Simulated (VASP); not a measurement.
Set up this calculation in VASP 6.6.1, as the native input.

* Task: single point
* Functional: PBEsol
* Potentials or basis: VASP PAW PBE potentials, release 64 (Al, O)
* Cutoff: 520 eV
* k mesh: 6 × 6 × 6
* Occupations: gaussian, width 0.05 eV
* Spin: no spin polarisation
* Dipole correction: no
* Further INCAR settings: ALGO = Normal; EDIFF = 1e-07; NBANDS = 35

The structure of Al2O3 lies in POSCAR:

```
Al2O3
1.0
    2.4720178491      1.4272201706      4.2591219528
   -2.4720178491      1.4272201706      4.2591219528
    0.0000000000     -2.8544403412      4.2591219528
Al O
4 6
Direct
    0.8520350473      0.8520350473      0.8520350473
    0.6479649527      0.6479649527      0.6479649527
    0.1479649527      0.1479649527      0.1479649527
    0.3520350473      0.3520350473      0.3520350473
    0.0558571577      0.4441428423      0.7500000000
    0.7500000000      0.0558571577      0.4441428423
    0.4441428423      0.7500000000      0.0558571577
    0.9441428423      0.5558571577      0.2500000000
    0.2500000000      0.9441428423      0.5558571577
    0.5558571577      0.2500000000      0.9441428423
```

These files were run (other wordings do the same):

INCAR

```
SYSTEM = Al2O3
PREC = Accurate ; ENCUT = 520
EDIFF = 1E-7 ; ISMEAR = 0
SIGMA = 0.05 ; LREAL = .FALSE.
LASPH = .TRUE. ; NELM = 80
ALGO = Normal ; ISIF = 2
LWAVE = .FALSE. ; LCHARG = .FALSE.
GGA = PS ; NBANDS = 35
```

KPOINTS

```
regular mesh
0
G
  6 6 6
  0 0 0
```

Potentials or basis: VASP PAW PBE potentials, release 64 (Al, O).

The run is started by

```bash
$ cat potpaw_PBE.64/Al/POTCAR potpaw_PBE.64/O/POTCAR > POTCAR
$ mpirun -np 1 vasp_std > vasp.out
```

Results of the run:

```
Pressure               : -11.7 GPa
Largest force          : 0.382 eV/Å
Band gap on the k mesh : 4.99 eV
```

Caveat: the stress differs along the axes, from -18 to 2 GPa; the PAW data sets were made with another functional, which shifts forces and pressure a little.

Run time: 4.6 min on 1 thread of Intel Xeon 8259CL (shared host), peak memory 0.27 GiB.
